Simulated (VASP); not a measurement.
Pb: single point with revPBE

The system is Pb.

```
Pb
1.0
     3.28479    0.00000    0.00000
     0.00000    3.28479    0.00000
     0.00000    0.00000    3.28479
Pb
1
Direct
  0.00000 0.00000 0.00000
```

```yaml
Program: VASP 6.6.1
Task: single point
Functional: revPBE
Potentials_or_basis: VASP PAW PBE potentials, release 64 (Pb_d)
Cutoff: 520 eV
k_mesh: 16 × 16 × 16
Occupations: fermi-dirac, width 0.1 eV
Spin: no spin polarisation
Dipole_correction: no
Further_INCAR_settings: ALGO = Normal; EDIFF = 1e-07; NBANDS = 13
```

The pressure is 0.0 GPa and the band gap on the k mesh is zero (band 7 reaches 10.27 eV, above the bottom of band 8 at 3.85 eV).

Levels at points of the mesh, in eV from the Fermi level:
```csv
k point,band 4,band 5,band 6,band 7,band 8,band 9,band 10,band 11
"(0.00, 0.00, 0.00)",-16.70,-16.70,-10.92,4.75,4.75,4.75,7.47,9.02
"(0.50, 0.00, 0.00)",-16.82,-16.69,-8.72,-3.71,6.87,6.87,10.45,10.86
"(0.50, 0.50, 0.00)",-16.82,-16.54,-6.59,-1.68,-1.68,3.52,9.16,12.67
"(0.50, 0.50, 0.50)",-16.53,-16.53,-4.41,0.26,0.26,0.26,6.29,6.29
```

Wall time 29 s on 1 thread of AMD EPYC 7R13 Processor (Zen 3), on a shared host, peak memory 0.16 GiB.

Caveat: the PAW data sets were made with another functional, which shifts forces and pressure a little; spin-orbit coupling is left out, which moves the levels of the heavy elements.
